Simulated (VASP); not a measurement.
Wanted: the native input for a VASP 6.6.1 run.

```yaml
Task: single point
Functional: PBEsol
Potentials_or_basis: VASP PAW PBE potentials, release 64 (Pd)
Cutoff: 520 eV
k_mesh: 14 × 14 × 1
Occupations: fermi-dirac, width 0.08 eV
Spin: no spin polarisation
Dipole_correction: yes
Further_INCAR_settings: ALGO = Normal; EDIFF = 1e-06; NBANDS = 33
```

The structure of Pd lies in POSCAR:

```
Pd
1.0
    2.7417966102      0.0000000000      0.0000000000
   -1.3708983051      2.3744655164      0.0000000000
    0.0000000000      0.0000000000     24.9547000000
Pd
5
Direct
    0.8333333333      0.1666666667      0.3210532309
    0.1666666667      0.8333333333      0.4107727556
    0.5000000000      0.5000000000      0.5000000006
    0.8333333333      0.1666666667      0.5892272437
    0.1666666667      0.8333333333      0.6789467693
```

The input as run:

INCAR

```
  PREC = Accurate
  ENCUT = 520
  EDIFF = 1E-6
  ISMEAR = -1
  SIGMA = 0.08
  LREAL = F
  LASPH = T
  NELM = 100
  ALGO = Normal
  ISIF = 2
  LWAVE = F
  LCHARG = F
  LDIPOL = T
  IDIPOL = 3
  DIPOL = 0.5 0.5 0.500
  GGA = PS
  NBANDS = 33
```

KPOINTS

```
regular mesh
0
Gamma
  14 14 1
```

Potentials or basis: VASP PAW PBE potentials, release 64 (Pd).

Run with:

```bash
$ cat potpaw_PBE.64/Pd/POTCAR > POTCAR
$ mpirun -np 1 vasp_std > vasp.out
```

It gave:

* Largest force: 0.015 eV/Å
* Band gap on the k mesh: zero (band 25 reaches 1.80 eV, above the bottom of band 26 at 0.85 eV)

Caveat: the PAW data sets were made with another functional, which shifts forces and pressure a little.

Run time: 2.5 min on 1 thread of Intel(R) Xeon(R) 6975P-C (Granite Rapids) (shared host), peak memory 0.3 GiB.
